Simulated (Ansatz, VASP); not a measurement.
# ZnRe: VASP beside Ansatz

```
CELL_PARAMETERS angstrom
3.10090 0.00000 0.00000
0.00000 3.10090 0.00000
0.00000 0.00000 3.10090
ATOMIC_POSITIONS crystal
Zn 0.00000 0.00000 0.00000
Re 0.50000 0.50000 0.50000
```

Alike in both runs: task single point; functional PBE; k mesh 6 × 6 × 6; occupations gaussian, width 0.1 eV; no spin polarisation.

|  | VASP | Ansatz |
| --- | --- | --- |
| version | VASP 6.6.1 | Ansatz 0.2.0 |
| potentials or method | VASP PAW PBE potentials, release 64 (Zn, Re), cutoff 520 eV | scalar-relativistic, plane waves, PAW |
| valence electrons in the cell | 19 | 27 |

Ansatz gave:

```
gap on the k mesh at the Fermi level (eV) : none
pressure (GPa)                            : -10.8
```

Q: Estimate VASP's values.

A: gap on the k mesh at the Fermi level (eV): none; pressure (GPa): -10.4.

A gap of «none» marks a metal or a gap that the smearing closes. VASP's potentials hold 19 valence electrons a cell and Ansatz's 27, so a difference there can come from the potentials and not from the codes.

Neither program's run includes spin-orbit coupling.
